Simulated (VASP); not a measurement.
Runs of VASP 6.6.1 on Sc3Te2. The structure is that of space group P4/mmm (No. 123), or close to it. The cells are those of the table. 

```csv
task,spin,cell,k mesh,cutoff (eV),gap on the mesh (eV),pressure (GPa),largest force (eV/Å)
single point,"collinear, ferromagnetic start","a = 3.920, b = 3.920, c = 8.951 Å, 5 atoms",4 × 4 × 2,520,none,(a),0.02
single point,off,"a = 3.920, b = 3.920, c = 8.951 Å, 5 atoms",4 × 4 × 4,520,none,0.2,0.01
single point,off,"a = 4.071, b = 4.071, c = 7.367 Å, 5 atoms",4 × 4 × 4,520,none,4.1,(b)
relaxation of cell and atoms,off,"relaxed from a = 4.071, b = 4.071, c = 7.367 Å, 5 atoms",4 × 4 × 4,600,none,-0.1,0.02
```

Alike in all rows: level PBE; potentials or basis VASP PAW PBE potentials, release 64 (Sc_sv, Te); smearing gaussian 0.1 eV.

Q: Estimate the missing entries.

A: (a) 0.5; (b) 1.28.

Caveats: all runs use coarse meshes; spin-orbit coupling is left out, which moves the levels of the heavy elements; forces of over 1 eV/Å act on the atoms, so gaps and moduli don't describe the material at rest (some runs).

A k mesh can miss the band edges, and the runs leave out spin-orbit coupling on Te.

A gap of «none» marks levels without a gap at the run's occupations.
